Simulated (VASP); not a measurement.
Input of a VASP 6.6.1 run:

Contents of INCAR:

```
SYSTEM = SnO2
ALGO = Normal ; EDIFF = 1E-7
EDIFFG = -0.05 ; ENCUT = 600
GGA = PS ; GGA_COMPAT = .FALSE.
IBRION = 2 ; ISIF = 3
ISMEAR = 0 ; LASPH = .TRUE.
LCHARG = .FALSE. ; LREAL = .FALSE.
LWAVE = .FALSE. ; NELM = 120
NELMIN = 4 ; NSW = 80
PREC = Accurate ; PSTRESS = 80.0
SIGMA = 0.01
```

KPOINTS

```
k-points
0
G
  6 6 6
  0 0 0
```

The input POSCAR:

```
SnO2
1.0
    5.8525750000      0.0000000000      0.0000000000
    3.1185479716      4.9525036779      0.0000000000
   -4.4855615363     -2.4762518668      2.8285240899
Sn O
2 4
Direct
    0.7500000000      0.2500000000      0.5000000000
    0.0000000000      0.0000000000      0.0000000000
    0.7965230000      0.7965230000      0.0000000000
    0.9534770000      0.4534770000      0.5000000000
    0.2034770000      0.2034770000      0.0000000000
    0.5465230000      0.0465230000      0.5000000000
```

Potentials or basis: VASP PAW PBE potentials, release 64 (Sn_d, O).

Run with:

```sh
$ cat potpaw_PBE.64/Sn_d/POTCAR potpaw_PBE.64/O/POTCAR > POTCAR
$ mpirun -np 1 vasp_std > vasp.out
```

(1) Estimate the relaxed volume.

(2) Estimate the relaxed cell.

## Answers

(1) 13.15 Å³/atom.

(2) a = 5.783 Å, b = 5.783 Å, c = 5.783 Å, α = 140.08°, β = 140.08°, γ = 57.73°.

Caveat: the cell is relaxed towards a set pressure, so the enthalpy falls and the energy may rise; the PAW data sets were made with another functional, which shifts forces and pressure a little.
